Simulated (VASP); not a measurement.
A run of VASP 6.6.1 is set up as follows.

File INCAR:

```
SYSTEM = Al8N7
PREC     = Accurate       ! precision mode
ENCUT    = 520            ! plane-wave cutoff, eV
EDIFF    = 1E-7           ! SCF threshold, eV
ISMEAR   = 0              ! smearing method
SIGMA    = 0.05           ! smearing width, eV
LREAL    = Auto         
LASPH    = .True.         ! aspherical terms in the spheres
NELM     = 80             ! most SCF steps
ALGO     = Normal         ! electronic algorithm
ISIF     = 2              ! what is computed and relaxed
LWAVE    = .False.        ! write WAVECAR
LCHARG   = .False.        ! write CHGCAR
GGA      = PE             ! functional
NBANDS   = 42             ! bands
NELECT   = 56.0
```

The input KPOINTS:

```
Automatic mesh
0
Gamma
  4 4 4
  0 0 0
```

File POSCAR:

```
Al8N7
1.0
    0.0000000000      4.0705261175     -4.0705261175
    4.0705261175      4.0705261175      0.0000000000
    4.0705261175      0.0000000000     -4.0705261175
Al N
8 7
Direct
    0.2500000000      0.7500000000      0.2500000000
    0.2500000000      0.2500000000      0.2500000000
    0.7500000000      0.7500000000      0.2500000000
    0.7500000000      0.2500000000      0.2500000000
    0.2500000000      0.7500000000      0.7500000000
    0.2500000000      0.2500000000      0.7500000000
    0.7500000000      0.7500000000      0.7500000000
    0.7500000000      0.2500000000      0.7500000000
    0.5307085611      0.0317914389      0.0307085611
    1.0000000000      0.5000000000      0.0000000000
    1.0000000000      0.0000000000      0.0000000000
    0.5000000000      0.5000000000      0.5000000000
    0.5000000000      0.0000000000      0.5000000000
    1.0000000000      0.5000000000      0.5000000000
    1.0000000000      0.0000000000      0.5000000000
```

Potentials or basis: VASP PAW PBE potentials, release 64 (Al, N).

Command:

```bash
$ cat potpaw_PBE.64/Al/POTCAR potpaw_PBE.64/N/POTCAR > POTCAR
$ mpirun -np 1 vasp_std > vasp.out
```

What does it give for the largest force?

4.956 eV/Å.

Forces in eV/Å, atoms in the order of the input:
```
Al   2.644 -0.272 -0.143
Al   1.610 -2.618  0.132
Al  -0.037 -0.037 -1.768
Al   0.018  0.018 -2.529
Al   0.093  0.093  2.510
Al   0.156  0.156  0.303
Al  -0.272  2.644 -0.143
Al  -2.618  1.610  0.132
N   -2.358 -2.358  3.666
N   -0.081 -0.031  0.193
N   -0.089  1.091 -1.292
N   -0.031 -0.081  0.193
N    1.091 -0.089 -1.292
N   -0.038 -0.038 -0.011
N   -0.088 -0.088  0.047
```

Caveat: the cell carries a net charge on a neutralising background, which shifts energy and pressure; the cell differs from its parent crystal (atoms taken out, atom 9 moved -0.125 of the way to it and -0.250 Å across, host rigid).
